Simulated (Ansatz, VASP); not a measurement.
## Hf: VASP beside Ansatz

File INCAR:

```
SYSTEM = Hf
PREC = Accurate
ENCUT = 520
EDIFF = 1E-6
ISMEAR = 0
SIGMA = 0.15
LREAL = .FALSE.
LASPH = .TRUE.
NELM = 100
ALGO = Fast
ISIF = 2
LWAVE = .FALSE.
LCHARG = .FALSE.
GGA = PE
NBANDS = 17
```

File KPOINTS:

```
regular mesh
0
G
  18 18 10
  0 0 0
```

Contents of POSCAR:

```
Hf
1.0
    3.1007975685      0.0000000000      0.0000000000
   -1.5503987842      2.6853694663      0.0000000000
    0.0000000000      0.0000000000      4.9819330000
Hf
2
Direct
    0.3333333333      0.6666666667      0.2500000000
    0.6666666667      0.3333333333      0.7500000000
```

Input for Ansatz:

```yaml
crystal:
  lattice:
    - [3.1007975685, 0.0, 0.0]
    - [-1.5503987842, 2.6853694663, 0.0]
    - [0.0, 0.0, 4.981933]
  atoms:
    - { symbol: Hf, position: [0.3333333333, 0.6666666667, 0.25] }
    - { symbol: Hf, position: [0.6666666667, 0.3333333333, 0.75] }
basis:
  ecutwfc: 420
kpoints:
  mp_grid: { grid: [18, 18, 10] }
hamiltonian:
  xc: pbe
scf:
  occupations: { method: gaussian, width: 0.15 }
output:
  forces: true
  stress: true
  eigenvalues: true
  write_density: true
  write_potential: true
  elf: true
  volumetric_format: npy
```

Change from the starting cell: strain -0.030 along x and y, -0.015 along z, atoms carried along.

Alike in both runs: task single point; functional PBE; k mesh 18 × 18 × 10; occupations gaussian, width 0.15 eV; no spin polarisation.

|  | VASP | Ansatz |
| --- | --- | --- |
| version | VASP 6.6.1 | Ansatz 0.2.0 |
| potentials or method | VASP PAW PBE potentials, release 64 (Hf_pv), cutoff 520 eV | scalar-relativistic, plane waves, PAW |
| valence electrons in the cell | 20 | 52 |

VASP gave:

```
gap on the k mesh at the Fermi level (eV)                     : none
pressure (GPa)                                                : 9.7
traceless stress, the component that is largest in VASP (GPa) : -1.30
```

Task: Which values does Ansatz return?

Result: gap on the k mesh at the Fermi level (eV): none; pressure (GPa): 10.2; traceless stress, the component that is largest in VASP (GPa): -1.21.

A gap of «none» marks a metal or a gap that the smearing closes. The functional is the same, so the differences come from potentials, cutoffs and numerics. VASP's potentials hold 20 valence electrons a cell and Ansatz's 52, so a difference there can come from the potentials and not from the codes.

Spin-orbit coupling is off throughout.
